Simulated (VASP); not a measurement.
Here is a VASP 6.6.1 calculation.

File INCAR:

```
  PREC = Accurate
  ENCUT = 520
  EDIFF = 1E-7
  ISMEAR = -1
  SIGMA = 0.15
  LREAL = Auto
  LASPH = True
  NELM = 60
  ALGO = Normal
  ISIF = 2
  LWAVE = False
  LCHARG = False
  GGA = PS
  NBANDS = 39
```

Contents of KPOINTS:

```
Automatic mesh
0
Gamma
  5 4 1
```

Contents of POSCAR:

```
Be18H4C
1.0
    4.5800000000      0.0000000000      0.0000000000
    3.4350000000      5.9495950000      0.0000000000
    0.0000000000      0.0000000000     16.5884300000
Be C H
18 1 4
Direct
    0.0000000000      0.0000000000      0.0602829804
    0.5000000000      0.0000000000      0.0602829804
    0.0000000420      0.3333332773      0.0602829804
    0.5000000420      0.3333332773      0.0602829804
   -0.0000000420      0.6666667227      0.0602829804
    0.4999999580      0.6666667227      0.0602829804
   -0.1671015153      0.2224660670      0.1703044230
    0.3328574143      0.2224608566      0.1703072563
   -0.1671374483      0.5558129587      0.1703454154
    0.3328525882      0.5558349770      0.1703509615
   -0.1671371524      0.8891578334      0.1703539756
    0.3328537425      0.8891615312      0.1703146711
    0.0000403507      0.0000460536      0.2803462413
    0.4999096991      0.0000610126      0.2803799998
    0.0000130347      0.3332702478      0.2803766842
    0.5001347687      0.3332386490      0.2803391279
   -0.0000060193      0.6666936153      0.2805106330
    0.4999783560      0.6667176505      0.2803716205
    0.9172209664      0.6606026124      0.5102360501
    0.6715313258      0.6854743894      0.4907801401
    1.1183438499      0.4978638042      0.4878415860
    0.9524718130      0.7958911489      0.4855607191
    0.9263806464      0.6631800988      0.5763467670
```

Potentials or basis: VASP PAW PBE potentials, release 64 (Be, C, H).

Launch:

```console
$ cat potpaw_PBE.64/Be/POTCAR potpaw_PBE.64/C/POTCAR potpaw_PBE.64/H/POTCAR > POTCAR
$ mpirun -np 1 vasp_std > vasp.out
```

What does it give for the largest force?

0.031 eV/Å.

What does it give for the band gap on the k mesh?

Zero (bands 22 and 23 overlap by 0.85 eV).

Forces on the atoms (eV/Å):
```
Be   0.000  0.001 -0.014
Be   0.000  0.000 -0.012
Be  -0.001 -0.001 -0.013
Be   0.001  0.000 -0.013
Be   0.000  0.000 -0.009
Be   0.000  0.000 -0.013
Be  -0.001  0.000  0.002
Be   0.000  0.000  0.000
Be   0.000  0.000  0.003
Be   0.000 -0.001 -0.001
Be   0.000  0.001  0.000
Be  -0.001  0.001 -0.001
Be   0.000  0.000  0.012
Be   0.000  0.001  0.013
Be   0.000 -0.001  0.012
Be   0.000  0.001  0.012
Be   0.003 -0.001  0.015
Be  -0.003 -0.001  0.010
C   -0.001  0.005 -0.008
H   -0.019  0.000 -0.004
H    0.009 -0.023 -0.012
H    0.010  0.015 -0.007
H    0.002  0.003  0.031
```

Caveat: there is no dipole correction, which matters where the two faces differ; the PAW data sets were made with another functional, which shifts forces and pressure a little.
